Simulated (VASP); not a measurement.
A run of VASP 6.6.1:

File POSCAR:

```
Li2S
1.0
    0.0000000000      2.8540007422      2.8540007422
    2.8540007422      0.0000000000      2.8540007422
    2.8540007422      2.8540007422      0.0000000000
Li S
2 1
Direct
    0.2500000000      0.2500000000      0.2500000000
    0.7500000000      0.7500000000      0.7500000000
    0.0000000000      0.0000000000      0.0000000000
```

Contents of INCAR.step1:

```
SYSTEM = Li2S
PREC     = Accurate       ! precision mode
ENCUT    = 830            ! plane-wave cutoff, eV
ISMEAR   = 0              ! smearing method
SIGMA    = 0.05           ! smearing width, eV
LREAL    = .False.        ! projectors in reciprocal space
LASPH    = .True.         ! aspherical terms in the spheres
NELM     = 120            ! most SCF steps
NBANDS   = 13             ! bands
GGA      = PE             ! functional
ALGO     = Normal         ! electronic algorithm
EDIFF    = 1E-5           ! SCF threshold, eV
LWAVE    = .True.         ! write WAVECAR
LCHARG   = .False.        ! write CHGCAR
GGA_COMPAT= .False.
```

INCAR.step2

```
SYSTEM = Li2S
PREC     = Accurate       ! precision mode
ENCUT    = 830            ! plane-wave cutoff, eV
EDIFF    = 1E-6           ! SCF threshold, eV
ISMEAR   = 0              ! smearing method
SIGMA    = 0.05           ! smearing width, eV
LREAL    = .False.        ! projectors in reciprocal space
LASPH    = .True.         ! aspherical terms in the spheres
NELM     = 120            ! most SCF steps
ALGO     = Normal         ! electronic algorithm
ISIF     = 2              ! what is computed and relaxed
LWAVE    = .False.        ! write WAVECAR
LCHARG   = .False.        ! write CHGCAR
METAGGA  = R2SCAN         ! meta-GGA
LMIXTAU  = .True.       
LUSE_VDW = .True.       
IVDW_NL  = 2            
BPARAM   = 11.95        
CPARAM   = 0.0093       
NBANDS   = 13             ! bands
ISTART   = 1            
GGA_COMPAT= .False.
```

The input KPOINTS:

```
regular mesh
0
Gamma
  8 8 8
  0 0 0
```

Potentials or basis: VASP PAW PBE potentials, release 64 (Li_sv, S).

The run is started by

```console
$ cat potpaw_PBE.64/Li_sv/POTCAR potpaw_PBE.64/S/POTCAR > POTCAR
$ cp INCAR.step1 INCAR
$ mpirun -np 1 vasp_std > vasp.out
$ cp INCAR.step2 INCAR
$ mpirun -np 1 vasp_std > vasp.out
```

Hardware: 1 thread of Intel(R) Xeon(R) 6975P-C (Granite Rapids), on a shared host.

Task: Estimate the wall time of this run.

Result: Wall time 2.1 min on 1 thread of Intel(R) Xeon(R) 6975P-C (Granite Rapids) (shared host), peak memory 0.49 GiB. Counts: k points 29.
